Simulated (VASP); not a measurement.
# KCl in VASP: a series of runs

The runs below take KCl through single point, with PBE.

All numbers are computed with VASP 6.6.1; they aren't measurements. Logs are shortened: lines on timing, memory, paths and dates and some standing lists are left out, and cuts for length are marked.

## 1. The cell of the first run

The structure is cubic, space group F-43m (No. 216). Conventional cell: a = 7.295 Å, b = 7.295 Å, c = 7.295 Å, α = 90.00°, β = 90.00°, γ = 90.00°. Within 4.2 Å of K (site symmetry -43m) lie 4 Cl at 3.16 Å. Cl (site symmetry -43m) has 4 K at 3.16 Å within 4.2 Å.

## 2. Single point, PBE (strain +4.0%)

INCAR

```
SYSTEM = KCl
PREC = Accurate ; ENCUT = 520
EDIFF = 1E-6 ; ISMEAR = 0
SIGMA = 0.01 ; LREAL = .FALSE.
LASPH = .TRUE. ; NELM = 60
ALGO = Normal ; ISIF = 2
LWAVE = .FALSE. ; LCHARG = .FALSE.
GGA = PE ; NBANDS = 15
```

KPOINTS

```
regular mesh
0
G
  4 4 4
  0 0 0
```

POSCAR

```
KCl
1.0
    0.0000000000      3.6475741436      3.6475741436
    3.6475741436      0.0000000000      3.6475741436
    3.6475741436      3.6475741436      0.0000000000
K Cl
1 1
Direct
    0.0000000000      0.0000000000      0.0000000000
    0.2500000000      0.2500000000      0.2500000000
```

Potentials or basis: VASP PAW PBE potentials, release 64 (K_sv, Cl).

Launch:

```sh
> cat potpaw_PBE.64/K_sv/POTCAR potpaw_PBE.64/Cl/POTCAR > POTCAR
> mpirun -np 1 vasp_std > vasp.out
```

OUTCAR:

```text
SYSTEM = KCl
   PREC = Accurate
   ENCUT = 520
   EDIFF = 1E-6
   ISMEAR = 0
   LREAL = .FALSE.
   LASPH = .TRUE.
   NELM = 60
   ISIF = 2
   GGA = PE

 ion  position               nearest neighbor table
   1  0.000  0.000  0.000-   2 3.16   2 3.16   2 3.16   2 3.16
   2  0.250  0.250  0.250-   1 3.16   1 3.16   1 3.16   1 3.16

  LATTYP: Found a face centered cubic cell.
 ALAT       =     7.2951482872

  Lattice vectors:

 A1 = (   0.0000000000,   3.6475741436,   3.6475741436)
 A2 = (   3.6475741436,   0.0000000000,   3.6475741436)
 A3 = (   3.6475741436,   3.6475741436,   0.0000000000)

Analysis of symmetry for initial positions (statically):
=====================================================================
 Subroutine PRICEL returns:
 Original cell was already a primitive cell.

 Routine SETGRP: Setting up the symmetry group for a
 face centered cubic supercell.

 Subroutine GETGRP returns: Found 24 space group operations
 (whereof 24 operations were pure point group operations)
 out of a pool of 48 trial point group operations.

The static configuration has the point symmetry T_d .

Analysis of symmetry for dynamics (positions and initial velocities):
=====================================================================
 Subroutine PRICEL returns:
 Original cell was already a primitive cell.

 Routine SETGRP: Setting up the symmetry group for a
 face centered cubic supercell.

 Subroutine GETGRP returns: Found 24 space group operations
 (whereof 24 operations were pure point group operations)
 out of a pool of 48 trial point group operations.

The dynamic configuration has the point symmetry T_d .

 Subroutine INISYM returns: Found 24 space group operations
 (whereof 24 operations are pure point group operations),
 and found     1 'primitive' translations

----------------------------------------------------------------------------------------

                                     Primitive cell

  volume of cell :      97.0605

  direct lattice vectors                    reciprocal lattice vectors
     0.000000000  3.647574144  3.647574144    -0.137077406  0.137077406  0.137077406
     3.647574144  0.000000000  3.647574144     0.137077406 -0.137077406  0.137077406
     3.647574144  3.647574144  0.000000000     0.137077406  0.137077406 -0.137077406

  length of vectors
     5.158448824  5.158448824  5.158448824     0.237425031  0.237425031  0.237425031

  position of ions in fractional coordinates (direct lattice)
[... 71 lines left out ...]
   TEBEG  =    0.0;   TEEND  =   0.0 temperature during run
   PSTRESS=    0.0 pullay stress
   NELECT =      16.0000    total number of electrons
   NUPDOWN=      -1.0000    fix difference up-down
   EMIN   =  10.00;   EMAX   =-10.00  energy-range for DOS
   EFERMI =   0.00;   METHOD = LEGACY
   ISMEAR =     0;   SIGMA  =   0.01  broadening in eV -4-tet -1-fermi 0-gaus
   EFERMI_NEDOS =   21; number of points for ismear=-14 and -15
   IALGO  =     38    algorithm
   IMIX   =      4    mixing-type and parameters
     AMIX     =   0.40;   BMIX     =  1.00
     AMIX_MAG =   1.60;   BMIX_MAG =  1.00
  volume/ion in A,a.u.               =      48.53       327.50
  Fermi-wavevector in a.u.,A,eV,Ry     =   0.897637  1.696288 10.962922  0.805752
  Thomas-Fermi vector in A             =   2.020246
   LORBIT       =      0    0 simple, 1 ext, 2 COOP (PROOUT), +10 PAW based schemes
   GGA     = PE    functional components
   LHFCALC =     F    Hartree Fock is set to
   AEXX    =    0.0000 exact exchange contribution
   IVDW    =     0    specifies the selected vdW correction
   LEPSILON=     F    determine dielectric tensor
   LRPA    =     F    only Hartree local field effects (RPA)
 non-spin polarized calculation
 Gauss-broadening in eV      SIGMA  =   0.01
  energy-cutoff  :      520.00
  volume of cell :       97.06
 maximum number of plane-waves:      2637
 NGX is ok and might be reduce to    40
   NGX = 19   NGY = 19   NGZ = 19

 number of electron      16.0000002 magnetization

 Free energy of the ion-electron system (eV)
  ---------------------------------------------------
  ext. energy  EPLUGINS =         0.00000000
  ---------------------------------------------------
  free energy    TOTEN  =        -6.59800459 eV

  energy without entropy =       -6.59800459  energy(sigma->0) =       -6.59800459

 E-fermi :  -3.3408     XC(G=0):  -5.7394

 val. band max:       -3.4548874187   @ k =  -0.2500   0.2500   0.0000
 cond. band min:       1.0785066051   @ k =   0.0000   0.0000   0.0000
 fundamental gap:      4.5333940239
 Fermi energy:        -3.3408380745

 k-point     1 :       0.0000    0.0000    0.0000
  band No.  band energies     occupation
      1     -31.0521      2.00000
      2     -15.1536      2.00000
      3     -14.5334      2.00000
      4     -14.5334      2.00000
      5     -14.5334      2.00000
      6      -3.4700      2.00000
      7      -3.4700      2.00000
      8      -3.4700      2.00000
      9       1.0785      0.00000
     10       5.6619      0.00000
     11       5.6619      0.00000
     12       6.4725      0.00000
     13       6.4725      0.00000
     14       6.4725      0.00000
[... 113 lines left out ...]
      2     -15.3582      2.00000
      3     -14.5550      2.00000
      4     -14.5484      2.00000
      5     -14.2893      2.00000
      6      -3.6479      2.00000
      7      -3.5974      2.00000
      8      -3.4677      2.00000
      9       3.2642      0.00000
     10       4.0124      0.00000
     11       5.5204      0.00000
     12       5.7895      0.00000
     13       6.2147      0.00000
     14       6.4768      0.00000
     15       7.1861      0.00000

------------------------ aborting loop because EDIFF is reached ----------------------------------------

  FORCE on cell =-STRESS in cart. coord.  units (eV):
  Direction    XX          YY          ZZ          XY          YZ          ZX
  --------------------------------------------------------------------------------------
  -------------------------------------------------------------------------------------
  Total       -0.5081639     -0.5081639     -0.5081639      0.0000000      0.0000000      0.0000000
  in kB       -8.3882620     -8.3882620     -8.3882620      0.0000000      0.0000000      0.0000000
  external PRESSURE =      -8.3882620 kB  Pullay stress =       0.0000000 kB

 VOLUME and BASIS-vectors are now :
 -----------------------------------------------------------------------------
  energy-cutoff  :      520.00
  volume of cell :       97.06
      direct lattice vectors                 reciprocal lattice vectors
     0.000000000  3.647574144  3.647574144    -0.137077406  0.137077406  0.137077406
     3.647574144  0.000000000  3.647574144     0.137077406 -0.137077406  0.137077406
     3.647574144  3.647574144  0.000000000     0.137077406  0.137077406 -0.137077406

 POSITION                                       TOTAL-FORCE (eV/Angst)
 -----------------------------------------------------------------------------------
      0.00000      0.00000      0.00000         0.000000      0.000000      0.000000
      1.82379      1.82379      1.82379        -0.000000     -0.000000     -0.000000
 -----------------------------------------------------------------------------------
    total drift:                               -0.000000     -0.000000     -0.000000

  FREE ENERGIE OF THE ION-ELECTRON SYSTEM (eV)
  ---------------------------------------------------
  free  energy   TOTEN  =        -6.5980045945 eV

  energy  without entropy=       -6.5980045945  energy(sigma->0) =       -6.59800459
```

stdout:

```text
POSCAR found type information on POSCAR K Cl
 POSCAR found :  2 types and       2 ions
 scaLAPACK will be used
 LDA part: xc-table for (Slater+PW92), standard interpolation
 POSCAR, INCAR and KPOINTS ok, starting setup
 FFT: planning ... GRIDC
 FFT: planning ... GRID_SOFT
 FFT: planning ... GRID
 WAVECAR not read
 entering main loop
```

Wall time 14 s (1 thread of AMD EPYC 7R13 (Zen 3), shared host); peak memory 0.2 GiB.

What came out:

| Quantity | Value |
| --- | --- |
| Free energy | -6.5980 eV |
| Pressure | -0.8 GPa |
| Band gap on the k mesh | 4.53 eV (least direct gap 4.55 eV) |

Levels at points of the mesh, in eV from the valence-band top:
| k point | band 4 | band 5 | band 6 | band 7 | band 8 | band 9 | band 10 | band 11 | band 12 | band 13 |
| --- | --- | --- | --- | --- | --- | --- | --- | --- | --- | --- |
| (0.00, 0.00, 0.00) | -11.08 | -11.08 | -0.02 | -0.02 | -0.02 | 4.53 | 9.12 | 9.12 | 9.93 | 9.93 |
| (0.50, 0.00, 0.00) | -11.08 | -10.90 | -0.29 | 0.00 | 0.00 | 6.94 | 6.99 | 8.68 | 8.68 | 10.04 |
| (0.50, 0.50, 0.00) | -11.09 | -10.84 | -0.32 | -0.01 | -0.01 | 6.52 | 7.47 | 9.08 | 9.78 | 9.88 |

Caveat: the cell differs from its parent crystal (strain +4.0%). A k mesh can miss the band edges.

## 3. Single point, PBE (uniaxial z strain -1.0%)

INCAR

```
PREC = Accurate ; ENCUT = 520
EDIFF = 1E-7 ; ISMEAR = 0
SIGMA = 0.01 ; LREAL = False
LASPH = True ; NELM = 60
ALGO = Normal ; ISIF = 2
LWAVE = False ; LCHARG = False
GGA = PE ; NBANDS = 15
```

KPOINTS

```
regular mesh
0
Gamma
  4 4 4
```

POSCAR

```
KCl
1.0
    0.0000000000      3.5072828304      3.4722100021
    3.5072828304      0.0000000000      3.4722100021
    3.5072828304      3.5072828304      0.0000000000
K Cl
1 1
Direct
    0.0000000000      0.0000000000      0.0000000000
    0.2500000000      0.2500000000      0.2500000000
```

Potentials or basis: VASP PAW PBE potentials, release 64 (K_sv, Cl).

Launch:

```sh
> cat potpaw_PBE.64/K_sv/POTCAR potpaw_PBE.64/Cl/POTCAR > POTCAR
> mpirun -np 1 vasp_std > vasp.out
```

Wall time 19 s (1 thread of AMD EPYC 7R13 (Zen 3), shared host); peak memory 0.2 GiB.

Results (log left out):

- Free energy: -6.6165 eV
- Pressure: 0.4 GPa
- Band gap on the k mesh: 4.79 eV (least direct gap 4.83 eV)

Levels at points of the mesh, in eV from the valence-band top:
```tsv
k point	band 5	band 6	band 7	band 8	band 9	band 10	band 11	band 12
(0.00, 0.00, 0.00)	-10.72	-0.05	-0.05	-0.04	4.79	9.35	9.42	10.38
(0.50, 0.00, 0.00)	-10.51	-0.35	-0.02	-0.01	7.30	7.45	8.95	8.99
(0.50, 0.50, 0.00)	-10.44	-0.41	-0.01	-0.01	6.70	7.71	9.97	10.31
(0.50, 0.00, 0.50)	-10.43	-0.42	0.00	0.00	6.69	7.70	9.92	10.30
```

Caveat: the cell differs from its parent crystal (uniaxial z strain -1.0%). A k mesh can miss the band edges.

## 4. Single point, PBE (strain along [111] -1.0%)

INCAR

```
ALGO = Normal ; EDIFF = 1E-7
ENCUT = 520 ; GGA = PE
ISIF = 2 ; ISMEAR = 0
LASPH = True ; LCHARG = False
LREAL = False ; LWAVE = False
NBANDS = 15 ; NELM = 60
PREC = Accurate ; SIGMA = 0.01
```

KPOINTS

```
k-points
0
Gamma
  4 4 4
```

POSCAR

```
KCl
1.0
   -0.0233818855      3.4839009449      3.4839009449
    3.4839009449     -0.0233818855      3.4839009449
    3.4839009449      3.4839009449     -0.0233818855
K Cl
1 1
Direct
   -0.0007996140     -0.0007996140     -0.0007996140
    0.2507996140      0.2507996140      0.2507996140
```

Launch:

```sh
> cat potpaw_PBE.64/K_sv/POTCAR potpaw_PBE.64/Cl/POTCAR > POTCAR
> mpirun -np 1 vasp_std > vasp.out
```

It took 19 s on 1 thread of AMD EPYC 7R13 (Zen 3), shared host; peak memory 0.2 GiB.

It converged, with:

| Property | Result |
| --- | --- |
| Free energy | -6.6164 eV |
| Pressure | 0.4 GPa |
| Band gap on the k mesh | 4.79 eV (least direct gap 4.83 eV) |

Levels at points of the mesh, in eV from the valence-band top:
| k point | band 5 | band 6 | band 7 | band 8 | band 9 | band 10 | band 11 | band 12 |
| --- | --- | --- | --- | --- | --- | --- | --- | --- |
| (0.00, 0.00, 0.00) | -10.72 | -0.05 | -0.05 | -0.04 | 4.79 | 9.38 | 9.38 | 10.37 |
| (0.50, 0.00, 0.00) | -10.51 | -0.35 | -0.02 | -0.01 | 7.29 | 7.44 | 8.92 | 9.02 |
| (0.50, 0.50, 0.00) | -10.43 | -0.42 | -0.01 | 0.00 | 6.69 | 7.70 | 9.93 | 10.31 |
| (0.50, 0.50, 0.50) | -10.52 | -0.35 | -0.02 | -0.02 | 7.32 | 7.46 | 8.96 | 8.96 |

Caveat: the cell differs from its parent crystal (strain along [111] -1.0%). A k mesh can miss the band edges.

## 5. Single point, PBE (uniaxial x strain -2.5%)

INCAR

```
SYSTEM = KCl
PREC = Accurate ; ENCUT = 520
EDIFF = 1E-6 ; ISMEAR = 0
SIGMA = 0.01 ; LREAL = .False.
LASPH = .True. ; NELM = 80
ALGO = Normal ; ISIF = 2
LWAVE = .False. ; LCHARG = .True.
GGA = PE ; LELF = .True.
LVHAR = .True. ; NBANDS = 15
```

KPOINTS

```
regular mesh
0
Gamma
  4 4 4
  0 0 0
```

POSCAR

```
KCl
1.0
    0.0000000000      3.5072828304      3.5072828304
    3.4196007597      0.0000000000      3.5072828304
    3.4196007597      3.5072828304      0.0000000000
K Cl
1 1
Direct
    0.0000000000      0.0000000000      0.0000000000
    0.2500000000      0.2500000000      0.2500000000
```

Potentials or basis: VASP PAW PBE potentials, release 64 (K_sv, Cl).

Launch:

```sh
> cat potpaw_PBE.64/K_sv/POTCAR potpaw_PBE.64/Cl/POTCAR > POTCAR
> mpirun -np 1 vasp_std > vasp.out
```

OUTCAR:

```text
SYSTEM = KCl
   PREC = Accurate
   ENCUT = 520
   EDIFF = 1E-6
   ISMEAR = 0
   LREAL = .False.
   LASPH = .True.
   NELM = 80
   ISIF = 2
   GGA = PE

 ion  position               nearest neighbor table
   1  0.000  0.000  0.000-   2 3.01   2 3.01   2 3.01   2 3.01
   2  0.250  0.250  0.250-   1 3.01   1 3.01   1 3.01   1 3.01

  LATTYP: Found a body centered tetragonal cell.
 ALAT       =     4.9600469458
 C/A-ratio  =     1.3788582233

  Lattice vectors:

 A1 = (  -3.4196007597,   0.0000000000,  -3.5072828304)
 A2 = (  -3.4196007597,   0.0000000000,   3.5072828304)
 A3 = (   3.4196007597,   3.5072828304,   0.0000000000)

Analysis of symmetry for initial positions (statically):
=====================================================================
 Subroutine PRICEL returns:
 Original cell was already a primitive cell.

 Routine SETGRP: Setting up the symmetry group for a
 body centered tetragonal supercell.

 Subroutine GETGRP returns: Found  8 space group operations
 (whereof  8 operations were pure point group operations)
 out of a pool of 16 trial point group operations.

The static configuration has the point symmetry D_2d.

Analysis of symmetry for dynamics (positions and initial velocities):
=====================================================================
 Subroutine PRICEL returns:
 Original cell was already a primitive cell.

 Routine SETGRP: Setting up the symmetry group for a
 body centered tetragonal supercell.

 Subroutine GETGRP returns: Found  8 space group operations
 (whereof  8 operations were pure point group operations)
 out of a pool of 16 trial point group operations.

The dynamic configuration has the point symmetry D_2d.

 Subroutine INISYM returns: Found  8 space group operations
 (whereof  8 operations are pure point group operations),
 and found     1 'primitive' translations

----------------------------------------------------------------------------------------

                                     Primitive cell

  volume of cell :      84.1292
[... 107 lines left out ...]
   LRPA    =     F    only Hartree local field effects (RPA)
 non-spin polarized calculation
 Gauss-broadening in eV      SIGMA  =   0.01
  energy-cutoff  :      520.00
  volume of cell :       84.13
 maximum number of plane-waves:      2304
 NGX is ok and might be reduce to    40
   NGX = 19   NGY = 19   NGZ = 19

 number of electron      16.0000001 magnetization

 Free energy of the ion-electron system (eV)
  ---------------------------------------------------
  ext. energy  EPLUGINS =         0.00000000
  ---------------------------------------------------
  free energy    TOTEN  =        -6.61201958 eV

  energy without entropy =       -6.61201958  energy(sigma->0) =       -6.61201958

 E-fermi :  -2.9902     XC(G=0):  -6.2032

 val. band max:       -3.1382444764   @ k =   0.5000   0.5000   0.0000
 cond. band min:       1.6780733753   @ k =   0.0000   0.0000   0.0000
 fundamental gap:      4.8163178517
 Fermi energy:        -2.9901749996

 k-point     1 :       0.0000    0.0000    0.0000
  band No.  band energies     occupation
      1     -30.3216      2.00000
      2     -14.9054      2.00000
      3     -13.8232      2.00000
      4     -13.8202      2.00000
      5     -13.8202      2.00000
      6      -3.1957      2.00000
      7      -3.1957      2.00000
      8      -3.1866      2.00000
      9       1.6781      0.00000
     10       6.1798      0.00000
     11       6.3541      0.00000
     12       7.2640      0.00000
     13       7.2640      0.00000
     14       7.3865      0.00000
[... 203 lines left out ...]
      2     -15.1386      2.00000
      3     -13.8503      2.00000
      4     -13.8503      2.00000
      5     -13.5393      2.00000
      6      -3.5615      2.00000
      7      -3.1581      2.00000
      8      -3.1581      2.00000
      9       3.5956      0.00000
     10       4.6007      0.00000
     11       6.9878      0.00000
     12       7.2123      0.00000
     13       7.2123      0.00000
     14       7.5478      0.00000
     15       7.6450      0.00000

------------------------ aborting loop because EDIFF is reached ----------------------------------------

  FORCE on cell =-STRESS in cart. coord.  units (eV):
  Direction    XX          YY          ZZ          XY          YZ          ZX
  --------------------------------------------------------------------------------------
  -------------------------------------------------------------------------------------
  Total        0.3235491      0.3274965      0.3274965      0.0000000      0.0000000      0.0000000
  in kB        6.1617462      6.2369212      6.2369212      0.0000000      0.0000000      0.0000000
  external PRESSURE =       6.2118629 kB  Pullay stress =       0.0000000 kB

 VOLUME and BASIS-vectors are now :
 -----------------------------------------------------------------------------
  energy-cutoff  :      520.00
  volume of cell :       84.13
      direct lattice vectors                 reciprocal lattice vectors
     0.000000000  3.507282830  3.507282830    -0.146215899  0.142560502  0.142560502
     3.419600760  0.000000000  3.507282830     0.146215899 -0.142560502  0.142560502
     3.419600760  3.507282830  0.000000000     0.146215899  0.142560502 -0.142560502

 POSITION                                       TOTAL-FORCE (eV/Angst)
 -----------------------------------------------------------------------------------
      0.00000      0.00000      0.00000         0.000000     -0.000000     -0.000000
      1.70980      1.75364      1.75364         0.000000      0.000000      0.000000
 -----------------------------------------------------------------------------------
    total drift:                               -0.000000      0.000000      0.000000

  FREE ENERGIE OF THE ION-ELECTRON SYSTEM (eV)
  ---------------------------------------------------
  free  energy   TOTEN  =        -6.6120195763 eV

  energy  without entropy=       -6.6120195763  energy(sigma->0) =       -6.61201958
```

It took 16 s on 1 thread of AMD EPYC 7R13 (Zen 3), shared host; peak memory 0.18 GiB.

What came out:

```
Free energy            : -6.6120 eV
Pressure               : 0.6 GPa
Band gap on the k mesh : 4.82 eV (least direct gap 4.86 eV)
```

Caveat: the cell differs from its parent crystal (uniaxial x strain -2.5%).

## 6. Summary

```tsv
cell	gap on the mesh (eV)	pressure (GPa)
a = 5.158 Å, angles 60.0°, 2 atoms, atomic positions A	4.53	-0.8
a = 4.935, b = 4.935, c = 4.960 Å, angles 59.8, 59.8, 60.3°, 2 atoms, atomic positions A	4.79	0.4
a = 4.927 Å, angles 60.4°, 2 atoms, atomic positions B	4.79	0.4
a = 4.960, b = 4.898, c = 4.898 Å, angles 60.8, 59.6, 59.6°, 2 atoms, atomic positions A	4.82	0.6
```

Alike in all rows: task single point; level PBE; potentials or basis VASP PAW PBE potentials, release 64 (K_sv, Cl); no spin polarisation; k mesh 4 × 4 × 4; cutoff (eV) 520; smearing gaussian 0.01 eV.

Total energies depend on the potentials used, so only differences within one code and one set of settings carry meaning.
